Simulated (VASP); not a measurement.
Input of a VASP 6.6.1 run:

The input INCAR:

```
  PREC = Accurate
  ENCUT = 600
  EDIFF = 1E-6
  ISMEAR = 1
  SIGMA = 0.2
  LREAL = F
  LASPH = T
  NELM = 120
  ALGO = Normal
  ISIF = 2
  LWAVE = F
  LCHARG = T
  GGA = PS
  LELF = T
  LVHAR = T
  NBANDS = 11
  GGA_COMPAT = F
```

The input KPOINTS:

```
regular mesh
0
Gamma
  8 8 8
```

Contents of POSCAR:

```
MgO
1.0
    0.0000000000      2.1021680256      2.1021680256
    2.1021680256      0.0000000000      2.1021680256
    2.1021680256      2.1021680256      0.0000000000
Mg O
1 1
Direct
    0.0000000000      0.0000000000      0.0000000000
    0.5000000000      0.5000000000      0.5000000000
```

Potentials or basis: VASP PAW PBE potentials, release 64 (Mg, O).

Run with:

```bash
$ cat potpaw_PBE.64/Mg/POTCAR potpaw_PBE.64/O/POTCAR > POTCAR
$ mpirun -np 1 vasp_std > vasp.out
```

**Question.** Estimate the pressure.

**Answer.** 0.4 GPa.

**Question.** What does it give for the band gap on the k mesh?

**Answer.** 4.69 eV.

Caveat: the PAW data sets were made with another functional, which shifts forces and pressure a little.

**What was measured.**

“Electronic structure of alkaline earth and post-transition metal oxides”, 2009, arxiv:0908.1581 quotes, for a bulk crystal of MgO: band gap 7.83 eV.

A measured gap of MgO is 7.83 eV (quoted in “Electronic structure of alkaline earth and post-transition metal oxides”, 2009, arxiv:0908.1581); the calculated 4.69 eV misses it by -3.14 eV. The value is that of PBEsol, without temperature or zero-point motion. Semilocal functionals fall short of measured gaps as a rule.
